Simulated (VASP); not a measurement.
Co: single point with PBE

The system is Co.

```xyz
1
Lattice="2.0179 0.0000 0.0000 0.0000 2.0179 0.0000 0.0000 0.0000 2.0179" Properties=species:S:1:pos:R:3 pbc="T T T"
Co    0.0000    0.0000    0.0000
```

```
Program                : VASP 6.6.1
Task                   : single point
Functional             : PBE
Potentials or basis    : VASP PAW PBE potentials, release 64 (Co)
Cutoff                 : 520 eV
k mesh                 : 19 × 19 × 19
Occupations            : fermi-dirac, width 0.1 eV
Spin                   : collinear spin, ferromagnetic start
Starting moments       : [1.7] μB
Dipole correction      : no
Further INCAR settings : ALGO = Normal; EDIFF = 1e-07; NBANDS = 14
```

| Quantity | Value |
| --- | --- |
| Pressure | 154.4 GPa |
| Net moment | 0.00 μB per cell |

Levels at points of the mesh, in eV from the Fermi level:
Spin up:
| k point | band 2 | band 3 | band 4 | band 5 | band 6 | band 7 | band 8 | band 9 |
| --- | --- | --- | --- | --- | --- | --- | --- | --- |
| (0.00, 0.00, 0.00) | -6.00 | -6.00 | 0.84 | 0.84 | 0.84 | 25.24 | 25.24 | 25.24 |
Spin down:
```
           k point  band 2  band 3  band 4  band 5  band 6  band 7  band 8  band 9
(0.00, 0.00, 0.00)   -6.00   -6.00    0.84    0.84    0.84   25.24   25.24   25.24
```

Run time: 40 s on 1 thread of Intel(R) Xeon(R) Platinum 8259CL CPU @ 2.50GHz (Skylake/Cascade Lake), on a shared host, peak memory 0.15 GiB.

Caveat: the starting moments collapsed, and a magnetic state may lie lower.
